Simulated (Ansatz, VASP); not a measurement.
KMgF3: VASP beside Ansatz

```
CELL_PARAMETERS angstrom
6.31980 0.00000 0.00000
-3.15990 5.47311 0.00000
0.00000 0.00000 4.56913
ATOMIC_POSITIONS crystal
K 0.00000 0.00000 0.50000
K 0.00000 0.00000 0.00000
Mg 0.33333 0.66667 0.75000
Mg 0.66667 0.33333 0.25000
F 0.19914 0.39828 0.25000
F 0.80086 0.19914 0.75000
F 0.80086 0.60172 0.75000
F 0.19914 0.80086 0.25000
F 0.60172 0.80086 0.25000
F 0.39828 0.19914 0.75000
```

Alike in both runs: functional PBE; k mesh 6 × 6 × 6; occupations gaussian, width 0.02 eV; no spin polarisation.

Ansatz relaxed the structure, and its values are those at the end. VASP's run is a single point on that final structure, the one shown.

```csv
,VASP,Ansatz
version,VASP 6.6.1,Ansatz 0.2.0
potentials or method,"VASP PAW PBE potentials, release 64 (K_sv, Mg_sv, F), cutoff 840 eV","scalar-relativistic, plane waves, PAW"
valence electrons in the cell,80,80
```

|  | VASP | Ansatz | Ansatz less VASP |
| --- | --- | --- | --- |
| gap on the k mesh at the Fermi level (eV) | 2.12 | 2.12 | +0.002 |
| least direct gap on the mesh (eV) | 2.12 | 2.12 | +0.002 |
| pressure (GPa) | 0.5 | 0.0 | -0.46 |
| rms of the force components (eV/Å) | 0.018 | 0.000 | -0.0181 |

With one functional, cell and mesh, what is left measures potentials, basis and numerics.
